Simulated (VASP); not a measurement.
A run of VASP 6.6.1:

The input INCAR:

```
ALGO = Normal
EDIFF = 1E-6
EDIFFG = -0.001
ENCUT = 600
GGA = PE
IBRION = 2
ISIF = 3
ISMEAR = 0
LASPH = True
LCHARG = False
LREAL = False
LWAVE = False
NELM = 80
NSW = 80
PREC = Accurate
PSTRESS = 180.0
SIGMA = 0.01
```

File KPOINTS:

```
k-points
0
Gamma
  8 8 8
```

File POSCAR:

```
ZnSe
1.0
    0.0000000000      2.7737113644      2.7737113644
    2.7737113644      0.0000000000      2.7737113644
    2.7737113644      2.7737113644      0.0000000000
Zn Se
1 1
Direct
    0.0000000000      0.0000000000      0.0000000000
    0.7500000000      0.7500000000      0.7500000000
```

Potentials or basis: VASP PAW PBE potentials, release 64 (Zn, Se).

Command:

```console
$ cat potpaw_PBE.64/Zn/POTCAR potpaw_PBE.64/Se/POTCAR > POTCAR
$ mpirun -np 1 vasp_std > vasp.out
```

Hardware: 1 thread of AMD EPYC 9R45 96-Core Processor (Zen 5), with other jobs on the host.

Question: How long does it take, and how much memory?

Answer: It took 65 s on 1 thread of AMD EPYC 9R45 96-Core Processor (Zen 5) (shared host), peak memory 0.17 GiB. Counts: scf iterations 67, k points 29, ion steps 10.
